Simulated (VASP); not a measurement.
# BN (F-43m) in VASP: a series of runs

Runs on BN. Level: PBEsol. Tasks: relaxation of cell and atoms, single point.

All numbers are computed with VASP 6.6.1; they aren't measurements. Logs are shortened: lines on timing, memory, paths and dates and some standing lists are left out, and cuts for length are marked.

## 1. The cell of the first run

The structure is cubic, space group F-43m (No. 216). Conventional cell: a = 3.606 Å, b = 3.606 Å, c = 3.606 Å, α = 90.00°, β = 90.00°, γ = 90.00°. Within 2.1 Å of B (site symmetry -43m) lie 4 N at 1.56 Å. Within 2.1 Å of N (site symmetry -43m) lie 4 B at 1.56 Å.

## 2. Relaxation of cell and atoms, PBEsol

INCAR reads:

```
SYSTEM = BN
ALGO = Normal ; EDIFF = 1E-6
EDIFFG = -0.001 ; ENCUT = 600
GGA = PS ; IBRION = 2
ISIF = 3 ; ISMEAR = 0
LASPH = .True. ; LCHARG = .False.
LREAL = .False. ; LWAVE = .False.
NELM = 80 ; NSW = 80
PREC = Accurate ; SIGMA = 0.01
```

KPOINTS reads:

```
k-points
0
Gamma
  12 12 12
  0 0 0
```

POSCAR reads:

```
BN
1.0
    0.0000000000      1.8028545095      1.8028545095
    1.8028545095      0.0000000000      1.8028545095
    1.8028545095      1.8028545095      0.0000000000
B N
1 1
Direct
    0.0000000000      0.0000000000      0.0000000000
    0.7500000000      0.7500000000      0.7500000000
```

Potentials or basis: VASP PAW PBE potentials, release 64 (B, N).

Launch:

```sh
> cat potpaw_PBE.64/B/POTCAR potpaw_PBE.64/N/POTCAR > POTCAR
> mpirun -np 1 vasp_std > vasp.out
```

OUTCAR:

```text
SYSTEM = BN
   EDIFF = 1E-6
   EDIFFG = -0.001
   ENCUT = 600
   GGA = PS
   IBRION = 2
   ISIF = 3
   ISMEAR = 0
   LASPH = .True.
   LREAL = .False.
   NELM = 80
   NSW = 80
   PREC = Accurate

 ion  position               nearest neighbor table
   1  0.000  0.000  0.000-   2 1.56   2 1.56   2 1.56   2 1.56
   2  0.750  0.750  0.750-   1 1.56   1 1.56   1 1.56   1 1.56

  LATTYP: Found a face centered cubic cell.
 ALAT       =     3.6057090190

  Lattice vectors:

 A1 = (   0.0000000000,   1.8028545095,   1.8028545095)
 A2 = (   1.8028545095,   0.0000000000,   1.8028545095)
 A3 = (   1.8028545095,   1.8028545095,   0.0000000000)

Analysis of symmetry for initial positions (statically):
=====================================================================
 Subroutine PRICEL returns:
 Original cell was already a primitive cell.

 Routine SETGRP: Setting up the symmetry group for a
 face centered cubic supercell.

 Subroutine GETGRP returns: Found 24 space group operations
 (whereof 24 operations were pure point group operations)
 out of a pool of 48 trial point group operations.

The static configuration has the point symmetry T_d .

Analysis of symmetry for dynamics (positions and initial velocities):
=====================================================================
 Subroutine PRICEL returns:
 Original cell was already a primitive cell.

 Routine SETGRP: Setting up the symmetry group for a
 face centered cubic supercell.

 Subroutine GETGRP returns: Found 24 space group operations
 (whereof 24 operations were pure point group operations)
 out of a pool of 48 trial point group operations.

The dynamic configuration has the point symmetry T_d .

 Subroutine INISYM returns: Found 24 space group operations
 (whereof 24 operations are pure point group operations),
 and found     1 'primitive' translations

----------------------------------------------------------------------------------------

                                     Primitive cell

  volume of cell :      11.7196

  direct lattice vectors                    reciprocal lattice vectors
     0.000000000  1.802854509  1.802854509    -0.277337965  0.277337965  0.277337965
     1.802854509  0.000000000  1.802854509     0.277337965 -0.277337965  0.277337965
     1.802854509  1.802854509  0.000000000     0.277337965  0.277337965 -0.277337965

  length of vectors
     2.549621298  2.549621298  2.549621298     0.480363445  0.480363445  0.480363445

  position of ions in fractional coordinates (direct lattice)
     0.000000000  0.000000000  0.000000000
     0.750000000  0.750000000  0.750000000

  ion indices of the primitive-cell ions
   primitive index   ion index
                 1           1
                 2           2

----------------------------------------------------------------------------------------

 KPOINTS: k-points

Automatic generation of k-mesh.
 Grid dimensions read from file:
 generate k-points for:   12   12   12

 Generating k-lattice:

  Cartesian coordinates                     Fractional coordinates (reciprocal lattice)
    -0.023111497  0.023111497  0.023111497     0.083333333  0.000000000  0.000000000
     0.023111497 -0.023111497  0.023111497     0.000000000  0.083333333  0.000000000
     0.023111497  0.023111497 -0.023111497     0.000000000  0.000000000  0.083333333

  Length of vectors
     0.040030287  0.040030287  0.040030287

  Shift w.r.t. Gamma in fractional coordinates (k-lattice)
     0.000000000  0.000000000  0.000000000

 Subroutine IBZKPT returns following result:
 ===========================================

 Found     72 irreducible k-points:

 Following reciprocal coordinates:
            Coordinates               Weight
  0.000000  0.000000  0.000000      1.000000
  0.083333  0.000000  0.000000      8.000000
  0.166667  0.000000  0.000000      8.000000
  0.250000  0.000000  0.000000      8.000000
  0.333333  0.000000  0.000000      8.000000
  0.416667  0.000000  0.000000      8.000000
[... 16 lines left out ...]
  0.500000  0.166667  0.000000     24.000000
 -0.416667  0.166667  0.000000     24.000000
 [... further k-points ...]
   k-points           NKPTS =     72   k-points in BZ     NKDIM =     72   number of bands    NBANDS=      8
   number of dos      NEDOS =    301   number of ions     NIONS =      2
   total plane-waves  NPLWV =   8000
   dimension x,y,z NGX =    20 NGY =   20 NGZ =   20
   dimension x,y,z NGXF=    40 NGYF=   40 NGZF=   40
   ions per type =               1   1
   NGX,Y,Z   is equivalent  to a cutoff of  13.04, 13.04, 13.04 a.u.
   NGXF,Y,Z  is equivalent  to a cutoff of  26.08, 26.08, 26.08 a.u.
 SYSTEM =  BN
   PREC   = accura    normal or accurate (medium, high low for compatibility)
   ISTART =      0    job   : 0-new  1-cont  2-samecut
   ICHARG =      2    charge: 1-file 2-atom 10-const
   ISPIN  =      1    spin polarized calculation?
   LNONCOLLINEAR =      F non collinear calculations
   LSORBIT =      F    spin-orbit coupling
   LASPH  =      T    aspherical Exc in radial PAW
   ENCUT  =  600.0 eV  44.10 Ry    6.64 a.u.   5.09  5.09  5.09*2*pi/ulx,y,z
   NELM   =     80;   NELMIN=  2; NELMDL= -5     # of ELM steps
   EDIFF  = 0.1E-05   stopping-criterion for ELM
   LREAL  =      F    real-space projection
   EDIFFG = -.1E-02   stopping-criterion for IOM
   NSW    =     80    number of steps for IOM
   IBRION =      2    ionic relax: 0-MD 1-quasi-New 2-CG
   NFREE  =      1    steps in history (QN), initial steepest desc. (CG)
   ISIF   =      3    stress and relaxation
   ISYM   =      2    0-nonsym 1-usesym 2-fastsym
   POTIM  = 0.5000    time-step for ionic-motion
   TEBEG  =    0.0;   TEEND  =   0.0 temperature during run
   PSTRESS=    0.0 pullay stress
   NELECT =       8.0000    total number of electrons
   NUPDOWN=      -1.0000    fix difference up-down
   EMIN   =  10.00;   EMAX   =-10.00  energy-range for DOS
   EFERMI =   0.00;   METHOD = LEGACY
   ISMEAR =     0;   SIGMA  =   0.01  broadening in eV -4-tet -1-fermi 0-gaus
   EFERMI_NEDOS =   21; number of points for ismear=-14 and -15
   IALGO  =     38    algorithm
   IMIX   =      4    mixing-type and parameters
     AMIX     =   0.40;   BMIX     =  1.00
     AMIX_MAG =   1.60;   BMIX_MAG =  1.00
  volume/ion in A,a.u.               =       5.86        39.54
  Fermi-wavevector in a.u.,A,eV,Ry     =   1.441454  2.723953 28.270048  2.077790
  Thomas-Fermi vector in A             =   2.560085
   LORBIT       =      0    0 simple, 1 ext, 2 COOP (PROOUT), +10 PAW based schemes
   GGA     = PS    functional components
   LHFCALC =     F    Hartree Fock is set to
   AEXX    =    0.0000 exact exchange contribution
   IVDW    =     0    specifies the selected vdW correction
   LEPSILON=     F    determine dielectric tensor
   LRPA    =     F    only Hartree local field effects (RPA)
 conjugate gradient relaxation of ions
 non-spin polarized calculation
 Gauss-broadening in eV      SIGMA  =   0.01
  energy-cutoff  :      600.00
  volume of cell :       11.72
 maximum number of plane-waves:       399
   NGX = 11   NGY = 11   NGZ = 11

--------------------------------------- Ionic step        1  -------------------------------------------

 number of electron       7.9999999 magnetization

 Free energy of the ion-electron system (eV)
  ---------------------------------------------------
  ext. energy  EPLUGINS =         0.00000000
  ---------------------------------------------------
  free energy    TOTEN  =       -18.35072066 eV

  energy without entropy =      -18.35072066  energy(sigma->0) =      -18.35072066

------------------------ aborting loop because EDIFF is reached ----------------------------------------

  FORCE on cell =-STRESS in cart. coord.  units (eV):
  Direction    XX          YY          ZZ          XY          YZ          ZX
  --------------------------------------------------------------------------------------
  -------------------------------------------------------------------------------------
  Total        0.0236082      0.0236082      0.0236082     -0.0000000      0.0000000     -0.0000000
  in kB        3.2274669      3.2274669      3.2274669     -0.0000000      0.0000000     -0.0000000
  external PRESSURE =       3.2274669 kB  Pullay stress =       0.0000000 kB

 VOLUME and BASIS-vectors are now :
 -----------------------------------------------------------------------------
  energy-cutoff  :      600.00
  volume of cell :       11.72
      direct lattice vectors                 reciprocal lattice vectors
     0.000000000  1.802854509  1.802854509    -0.277337965  0.277337965  0.277337965
     1.802854509  0.000000000  1.802854509     0.277337965 -0.277337965  0.277337965
     1.802854509  1.802854509  0.000000000     0.277337965  0.277337965 -0.277337965
[... 73 lines left out ...]
 POSITION                                       TOTAL-FORCE (eV/Angst)
 -----------------------------------------------------------------------------------
      0.00000      0.00000      0.00000        -0.000000     -0.000000     -0.000000
      2.70504      2.70504      2.70504         0.000000      0.000000      0.000000
 -----------------------------------------------------------------------------------
    total drift:                               -0.000000     -0.000000     -0.000000

  FREE ENERGIE OF THE ION-ELECTRON SYSTEM (eV)
  ---------------------------------------------------
  free  energy   TOTEN  =       -18.3507299644 eV

  energy  without entropy=      -18.3507299644  energy(sigma->0) =      -18.35072996

--------------------------------------- Ionic step        4  -------------------------------------------

 number of electron       7.9999999 magnetization

 Free energy of the ion-electron system (eV)
  ---------------------------------------------------
  ext. energy  EPLUGINS =         0.00000000
  ---------------------------------------------------
  free energy    TOTEN  =       -18.35072984 eV

  energy without entropy =      -18.35072984  energy(sigma->0) =      -18.35072984

 E-fermi :   7.5558     XC(G=0): -13.0502

 val. band max:        7.4486711553   @ k =   0.0000   0.0000   0.0000
 cond. band min:      11.7324649132   @ k =   0.5000   0.5000   0.0000
 fundamental gap:      4.2837937579
 Fermi energy:         7.5558324185

 k-point     1 :       0.0000    0.0000    0.0000
  band No.  band energies     occupation
      1     -12.8840      2.00000
      2       7.4487      2.00000
      3       7.4487      2.00000
      4       7.4487      2.00000
      5      16.2428      0.00000
      6      16.2428      0.00000
      7      16.2428      0.00000
      8      17.8293      0.00000

 k-point     2 :       0.0833    0.0000    0.0000
  band No.  band energies     occupation
      1     -12.7132      2.00000
      2       6.5250      2.00000
      3       7.2650      2.00000
      4       7.2650      2.00000
      5      16.4542      0.00000
      6      16.5205      0.00000
      7      16.5205      0.00000
      8      18.3974      0.00000
[... 221 lines left out ...]
 k-point    23 :       0.5000    0.1667    0.0000
  band No.  band energies     occupation
      1      -8.4071      2.00000
      2      -2.4137      2.00000
      3       3.6856      2.00000
      4       4.5259      2.00000
      5      16.2112      0.00000
      6      19.8200      0.00000
      7      20.0734      0.00000
      8      22.5057      0.00000

 k-point    24 :      -0.4167    0.1667    0.0000
  band No.  band energies     occupation
      1      -8.2140      2.00000
      2      -2.6917      2.00000
      3       3.2764      2.00000
      4       4.8469      2.00000
      5      16.6658      0.00000
      6      19.6718      0.00000
      7      19.6737      0.00000
      8      23.1377      0.00000

 [... further k-points ...]
[... 5 lines left out ...]
  --------------------------------------------------------------------------------------
  -------------------------------------------------------------------------------------
  Total        0.0005066      0.0005066      0.0005066      0.0000000      0.0000000      0.0000000
  in kB        0.0692064      0.0692064      0.0692064      0.0000000      0.0000000      0.0000000
  external PRESSURE =       0.0692064 kB  Pullay stress =       0.0000000 kB

 VOLUME and BASIS-vectors are now :
 -----------------------------------------------------------------------------
  energy-cutoff  :      600.00
  volume of cell :       11.73
      direct lattice vectors                 reciprocal lattice vectors
     0.000000000  1.803314957  1.803314957    -0.277267151  0.277267151  0.277267151
     1.803314957  0.000000000  1.803314957     0.277267151 -0.277267151  0.277267151
     1.803314957  1.803314957 -0.000000000     0.277267151  0.277267151 -0.277267151

 POSITION                                       TOTAL-FORCE (eV/Angst)
 -----------------------------------------------------------------------------------
      0.00000      0.00000      0.00000         0.000000      0.000000      0.000000
      2.70497      2.70497      2.70497        -0.000000     -0.000000     -0.000000
 -----------------------------------------------------------------------------------
    total drift:                               -0.000000     -0.000000     -0.000000

  FREE ENERGIE OF THE ION-ELECTRON SYSTEM (eV)
  ---------------------------------------------------
  free  energy   TOTEN  =       -18.3507298381 eV

  energy  without entropy=      -18.3507298381  energy(sigma->0) =      -18.35072984

 reached required accuracy - stopping structural energy minimisation
```

It took 5.6 s on 1 thread of Intel Xeon 6975P-C (Granite Rapids), shared host; peak memory 0.11 GiB.

What came out:

```
Free energy                            : -18.3507 eV
Relaxed volume                         : 5.86 Å³/atom
Relaxed cell                           : a = 2.550 Å, b = 2.550 Å, c = 2.550 Å, α = 60.00°, β = 60.00°, γ = 60.00°
Space group after relaxing (to 0.05 Å) : F-43m (No. 216)
Energy gained by relaxing              : 0.0 meV/atom
Ionic steps                            : 4
Pressure after relaxing                : 0.0 GPa
Band gap on the k mesh                 : 4.28 eV, indirect (least direct gap 8.79 eV)
```

Final structure:
```cif
data_structure
_symmetry_space_group_name_H-M 'P 1'
_symmetry_Int_Tables_number 1
_cell_length_a 2.5503
_cell_length_b 2.5503
_cell_length_c 2.5503
_cell_angle_alpha 60.000
_cell_angle_beta 60.000
_cell_angle_gamma 60.000
_cell_volume 11.73
loop_
_atom_site_label
_atom_site_type_symbol
_atom_site_fract_x
_atom_site_fract_y
_atom_site_fract_z
_atom_site_occupancy
B1 B 0.00000 0.00000 0.00000 1
N1 N 0.75000 0.75000 0.75000 1
```

Levels at points of the mesh, in eV from the valence-band top:
```tsv
k point	band 2	band 3	band 4	band 5	band 6	band 7
(0.00, 0.00, 0.00)	0.00	0.00	0.00	8.79	8.79	8.79
(0.50, 0.00, 0.00)	-10.84	-1.96	-1.96	10.18	10.66	10.66
(0.50, 0.50, 0.00)	-9.01	-4.97	-4.97	4.28	9.13	17.98
```

Caveat: the PAW data sets were made with another functional, which shifts forces and pressure a little.

## 3. Relaxation of cell and atoms, PBEsol, target pressure 30 GPa, at which the enthalpy is minimised

INCAR reads:

```
SYSTEM = BN
  PREC = Accurate
  ENCUT = 600
  EDIFF = 1E-6
  ISMEAR = 0
  SIGMA = 0.01
  LREAL = .False.
  LASPH = .True.
  NELM = 100
  ALGO = Normal
  ISIF = 3
  LWAVE = .False.
  LCHARG = .False.
  GGA = PS
  IBRION = 2
  NSW = 80
  EDIFFG = -0.001
  PSTRESS = 300.0
```

KPOINTS reads:

```
Automatic mesh
0
Gamma
  12 12 12
  0 0 0
```

POSCAR reads:

```
BN
1.0
    0.0000000000      1.8028454624      1.8028454624
    1.8028454624      0.0000000000      1.8028454624
    1.8028454624      1.8028454624      0.0000000000
B N
1 1
Direct
    0.0000000000      0.0000000000      0.0000000000
    0.7500000000      0.7500000000      0.7500000000
```

Potentials or basis: VASP PAW PBE potentials, release 64 (B, N).

Launch:

```sh
> cat potpaw_PBE.64/B/POTCAR potpaw_PBE.64/N/POTCAR > POTCAR
> mpirun -np 1 vasp_std > vasp.out
```

Run time: 11 s. Hardware: 1 thread of Intel Xeon 6975P-C (Granite Rapids), shared host; peak memory 0.11 GiB.

It converged, with:

- Free energy: -18.2819 eV
- Relaxed volume: 5.48 Å³/atom
- Relaxed cell: a = 2.493 Å, b = 2.493 Å, c = 2.493 Å, α = 60.00°, β = 60.00°, γ = 60.00°
- Space group after relaxing (to 0.05 Å): F-43m (No. 216)
- Energy change on relaxing (the enthalpy is what falls): +34.4 meV/atom
- Ionic steps: 7
- Pressure after relaxing: 30.0 GPa
- Band gap on the k mesh: 4.35 eV, indirect (least direct gap 9.11 eV)

The path:
| step | energy change (eV) | largest force (eV/Å) | pressure (GPa) | volume (Å³) |
| --- | --- | --- | --- | --- |
| 1 | 0.0000 | 0.0000 | 0.33 | 11.72 |
| 2 | 0.4072 | 0.0000 | 84.30 | 9.97 |
| 3 | 0.0656 | 0.0000 | 29.21 | 10.97 |
| 4 | 0.0686 | 0.0000 | 29.93 | 10.95 |
| 5 | 0.0714 | 0.0000 | 30.61 | 10.94 |
| 6 | 0.0659 | 0.0000 | 29.30 | 10.97 |
| 7 | 0.0688 | 0.0000 | 30.00 | 10.95 |

Final structure:
```
B N
1.0
     0.00000    1.76268    1.76268
     1.76268    0.00000    1.76268
     1.76268    1.76268    0.00000
B N
1 1
Direct
  0.00000 0.00000 0.00000
  0.75000 0.75000 0.75000
```

Levels at points of the mesh, in eV from the valence-band top:
```tsv
k point	band 2	band 3	band 4	band 5	band 6	band 7
(0.00, 0.00, 0.00)	0.00	0.00	0.00	9.11	9.11	9.11
(0.50, 0.00, 0.00)	-11.50	-2.10	-2.10	11.03	11.03	11.09
(0.50, 0.50, 0.00)	-9.48	-5.33	-5.33	4.35	9.51	19.06
```

Caveat: the cell is relaxed towards a set pressure, so the enthalpy falls and the energy may rise; the PAW data sets were made with another functional, which shifts forces and pressure a little.

(Continued in part 2 of 2.)
